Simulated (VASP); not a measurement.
The system is BN.

```xyz
2
Lattice="0.0000 1.8770 1.8770 1.8770 0.0000 1.8770 1.8770 1.8770 0.0000" Properties=species:S:1:pos:R:3 pbc="T T T"
B     0.0000    0.0000    0.0000
N     0.9385    0.9385    0.9385
```

This cell differs from its parent crystal: strain +4.0%.

Program: VASP 6.6.1. Alike in all runs: task single point; potentials or basis VASP PAW PBE potentials, release 64 (B, N); no spin polarisation; cell as given; cutoff (eV) 520; smearing gaussian 0.01 eV.

Q: Order these runs on this cell by their band gap on the k mesh, lowest first.
A. level r2SCAN; k mesh 12 × 12 × 12
B. level PBE; k mesh 6 × 6 × 6
C. level HSE06; k mesh 8 × 8 × 8; grid for exact exchange (PRECFOCK) Normal; screening parameter 0.2079 1/Å

A: B (4.33 eV), A (4.83 eV), C (5.61 eV).

Caveats: some runs use coarse meshes.

A k mesh can miss the band edges.
